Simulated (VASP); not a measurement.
## CoW3: single point with PBEsol

Crystal: CoW3.

```
CELL_PARAMETERS angstrom
4.05116 0.00000 0.00000
0.00000 4.05116 0.00000
0.00000 0.00000 4.05116
ATOMIC_POSITIONS crystal
Co 0.00000 0.00000 0.00000
W 0.00000 0.50000 0.50000
W 0.50000 0.00000 0.50000
W 0.50000 0.50000 0.00000
```

This cell differs from its parent crystal: strain +0.050 along x and y, +0.050 along z.

```json
{
  "Program": "VASP 6.6.1",
  "Task": "single point",
  "Functional": "PBEsol",
  "Potentials or basis": "VASP PAW PBE potentials, release 64 (Co, W_sv)",
  "Cutoff": "520 eV",
  "k mesh": "12 × 12 × 12",
  "Occupations": "gaussian, width 0.15 eV",
  "Spin": "no spin polarisation",
  "Dipole correction": "no",
  "Further INCAR settings": "ALGO = Fast; EDIFF = 1e-06; NBANDS = 34"
}
```

| Item | Value |
| --- | --- |
| Pressure | -31.7 GPa |

Levels at points of the mesh, in eV from the Fermi level:
| k point | band 21 | band 22 | band 23 | band 24 | band 25 | band 26 | band 27 | band 28 | band 29 | band 30 |
| --- | --- | --- | --- | --- | --- | --- | --- | --- | --- | --- |
| (0.00, 0.00, 0.00) | -0.88 | -0.88 | 0.32 | 0.32 | 2.46 | 2.46 | 2.46 | 2.62 | 2.62 | 2.62 |
| (0.50, 0.00, 0.00) | -1.67 | -1.67 | -0.86 | 0.06 | 0.19 | 0.19 | 0.61 | 0.82 | 1.58 | 1.62 |
| (0.50, 0.50, 0.00) | -1.67 | -1.67 | -1.65 | -1.48 | -0.78 | 0.50 | 0.50 | 0.93 | 0.93 | 0.97 |
| (0.50, 0.50, 0.50) | -1.03 | -0.66 | -0.66 | -0.66 | 0.34 | 0.34 | 0.34 | 0.73 | 2.12 | 2.12 |

Run time: 2.2 min on 1 thread of AMD EPYC 9R45 96-Core Processor (Zen 5), with other jobs on the host, peak memory 0.25 GiB.

Caveat: the cell differs from its parent crystal (strain +0.050 along x and y, +0.050 along z); the PAW data sets were made with another functional, which shifts forces and pressure a little; spin-orbit coupling is left out, which moves the levels of the heavy elements. Spin polarisation is off, so any magnetic state and its effect on volume and gap are missing.
